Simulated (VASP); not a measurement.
A run of VASP 6.6.1:

File INCAR:

```
ALGO = Normal
EDIFF = 1E-7
ENCUT = 520
GGA = CA
ISIF = 2
ISMEAR = 0
LASPH = T
LCHARG = F
LREAL = F
LWAVE = F
NBANDS = 16
NELM = 100
PREC = Accurate
SIGMA = 0.02
```

File KPOINTS:

```
k-points
0
Gamma
  12 12 12
```

Contents of POSCAR:

```
InAs
1.0
    0.0000000000      2.9563908761      2.9563908761
    2.9563908761      0.0000000000      2.9563908761
    2.9563908761      2.9563908761      0.0000000000
In As
1 1
Direct
    0.0000000000      0.0000000000      0.0000000000
    0.7500000000      0.7500000000      0.7500000000
```

Potentials or basis: VASP PAW LDA potentials, release 64 (In_d, As).

The run is started by

```bash
$ cat potpaw_LDA.64/In_d/POTCAR potpaw_LDA.64/As/POTCAR > POTCAR
$ mpirun -np 1 vasp_std > vasp.out
```

Hardware: 1 thread of Intel(R) Xeon(R) 6975P-C (Granite Rapids), on a shared host.

Q: Estimate the wall time of this run.

A: Wall time 16 s on 1 thread of Intel(R) Xeon(R) 6975P-C (Granite Rapids), with other jobs on the host, peak memory 0.19 GiB. Counts: scf iterations 13, k points 72.
